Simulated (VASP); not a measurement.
A run of VASP 6.6.1 is set up as follows.

INCAR

```
PREC = Accurate
ENCUT = 520
EDIFF = 1E-6
ISMEAR = -1
SIGMA = 0.05
LREAL = False
LASPH = True
NELM = 80
ALGO = Normal
ISIF = 2
LWAVE = False
LCHARG = True
GGA = PS
LELF = True
LVHAR = True
NBANDS = 14
```

Contents of KPOINTS:

```
Automatic mesh
0
Gamma
  11 11 6
```

The input POSCAR:

```
TiAl
1.0
    2.8508464072      0.0000000000      0.0000000000
   -1.4254232036      2.4689054110      0.0000000000
    0.0000000000      0.0000000000      4.6125316254
Ti Al
1 1
Direct
    0.0000000000      0.0000000000      0.0000000000
    0.3333333333      0.6666666667      0.5000000000
```

Potentials or basis: VASP PAW PBE potentials, release 64 (Ti_sv, Al).

Command:

```console
$ cat potpaw_PBE.64/Ti_sv/POTCAR potpaw_PBE.64/Al/POTCAR > POTCAR
$ mpirun -np 1 vasp_std > vasp.out
```

Question: What does it give for the pressure?

Answer: 0.0 GPa.

Stress tensor (GPa, compression positive):
```
-0.04  0.00  0.00
 0.00 -0.04  0.00
 0.00  0.00  0.05
```

Caveat: the PAW data sets were made with another functional, which shifts forces and pressure a little.
